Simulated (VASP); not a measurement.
A run of VASP 6.6.1 is set up as follows.

The input INCAR:

```
ALGO     = Normal         # electronic algorithm
EDIFF    = 1E-6           # SCF threshold, eV
ENCUT    = 520            # plane-wave cutoff, eV
GGA      = PE             # functional
ISIF     = 2              # what is computed and relaxed
ISMEAR   = 0              # smearing method
LASPH    = True           # aspherical terms in the spheres
LCHARG   = False          # write CHGCAR
LREAL    = False          # projectors in reciprocal space
LWAVE    = False          # write WAVECAR
NBANDS   = 18             # bands
NELM     = 80             # most SCF steps
PREC     = Accurate       # precision mode
SIGMA    = 0.01           # smearing width, eV
```

File KPOINTS:

```
k-points
0
Gamma
  4 4 2
```

The input POSCAR:

```
N
1.0
    4.1672000000      0.0000000000      0.0000000000
   -2.0836000000      3.6089000000      0.0000000000
    0.0000000000      0.0000000000      7.0060000000
N
4
Direct
    0.3333333333      0.6666666667      0.4039000000
    0.3333333333      0.6666666667      0.1711000000
    0.6666666667      0.3333333333      0.8289000000
    0.6666666667      0.3333333333      0.6711000000
```

Potentials or basis: VASP PAW PBE potentials, release 64 (N).

Run with:

```sh
$ cat potpaw_PBE.64/N/POTCAR > POTCAR
$ mpirun -np 1 vasp_std > vasp.out
```

**Question.** Predict the largest force.

**Answer.** 13.591 eV/Å.

**Question.** Estimate the band gap on the k mesh.

**Answer.** 2.75 eV, indirect (least direct gap 2.84 eV).

Stress tensor (GPa, compression positive):
```
  0.30   0.00   0.00
  0.00   0.30   0.00
  0.00   0.00 -31.06
```

Caveat: the k points lie up to 0.45 Å⁻¹ apart; the standard files for N, O and F lose accuracy on very short bonds; forces of over 1 eV/Å act on the atoms, so gaps and moduli don't describe the material at rest. A k mesh can miss the band edges.
